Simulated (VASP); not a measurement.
Set up this calculation in VASP 6.6.1, as the native input.

```
Task                   : single point
Functional             : RPBE
Potentials or basis    : VASP PAW PBE potentials, release 64 (Ni)
Cutoff                 : 520 eV
k mesh                 : 16 × 16 × 9
Occupations            : fermi-dirac, width 0.1 eV
Spin                   : no spin polarisation
Dipole correction      : no
Further INCAR settings : ALGO = Normal; EDIFF = 1e-06; NBANDS = 17
```

The structure of Ni lies in POSCAR:

```
Ni
1.0
    2.5066113297      0.0000000000      0.0000000000
   -1.2533056649      2.1707890889      0.0000000000
    0.0000000000      0.0000000000      4.1203743074
Ni
2
Direct
    0.3333333333      0.6666666667      0.2500000000
    0.6666666667      0.3333333333      0.7500000000
```

One way to write it, as run:

INCAR

```
SYSTEM = Ni
PREC = Accurate ; ENCUT = 520
EDIFF = 1E-6 ; ISMEAR = -1
SIGMA = 0.1 ; LREAL = .FALSE.
LASPH = .TRUE. ; NELM = 60
ALGO = Normal ; ISIF = 2
LWAVE = .FALSE. ; LCHARG = .FALSE.
GGA = RP ; NBANDS = 17
```

KPOINTS

```
Automatic mesh
0
G
  16 16 9
  0 0 0
```

Potentials or basis: VASP PAW PBE potentials, release 64 (Ni).

Run with:

```bash
$ cat potpaw_PBE.64/Ni/POTCAR > POTCAR
$ mpirun -np 1 vasp_std > vasp.out
```

It gave:

| Property | Result |
| --- | --- |
| Pressure | 0.3 GPa |
| Band gap on the k mesh | zero (band 10 reaches 9.04 eV, above the bottom of band 11 at 8.57 eV) |

Caveat: the PAW data sets were made with another functional, which shifts forces and pressure a little; the run has no spin polarisation, though such a crystal can be magnetic.

Wall time 22 s on 1 thread of AMD EPYC 9R45 96-Core Processor (Zen 5), with other jobs on the host, peak memory 0.14 GiB.
